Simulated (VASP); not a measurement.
Crystal: SnTe.

```
Te Sn
1.0
     3.90470    0.00000    0.00000
     0.00000    3.90470    0.00000
     0.00000    0.00000    3.90470
Te Sn
1 1
Direct
  0.50000 0.50000 0.50000
  0.00000 0.00000 0.00000
```

* Program: VASP 6.6.1
* Task: relaxation of cell and atoms
* Functional: HSE06
* Potentials or basis: VASP PAW PBE potentials, release 64 (Te, Sn_d)
* Cutoff: 600 eV
* k mesh: 4 × 4 × 4
* Occupations: fermi-dirac, width 0.05 eV
* Spin: no spin polarisation

At the start: pressure -0.9 GPa; volume 29.77 Å³/atom.

**Question.** How do energy, volume and symmetry change on relaxing?

**Answer.** Over 3 steps the energy falls by 2.6 meV/atom and the volume is 28.95 Å³/atom (-2.7 %); space group Pm-3m (No. 221, to 0.1 Å) before and after.

The path:
```
step  energy change (eV)  largest force (eV/Å)  pressure (GPa)  volume (Å³)
   1              0.0000                0.0000           -0.90        59.53
   2             -0.0050                0.0000           -0.15        58.11
   3             -0.0051                0.0000           -0.01        57.91
```

Final structure:
```cif
data_structure
_symmetry_space_group_name_H-M 'P 1'
_symmetry_Int_Tables_number 1
_cell_length_a 3.8688
_cell_length_b 3.8688
_cell_length_c 3.8688
_cell_angle_alpha 90.000
_cell_angle_beta 90.000
_cell_angle_gamma 90.000
_cell_volume 57.91
loop_
_atom_site_label
_atom_site_type_symbol
_atom_site_fract_x
_atom_site_fract_y
_atom_site_fract_z
_atom_site_occupancy
Te1 Te 0.50000 0.50000 0.50000 1
Sn1 Sn 0.00000 0.00000 0.00000 1
```

Caveat: the k points lie up to 0.41 Å⁻¹ apart in the final cell, too coarse for converged energies and pressures of a metal; the PAW data sets were made with another functional, which shifts forces and pressure a little.
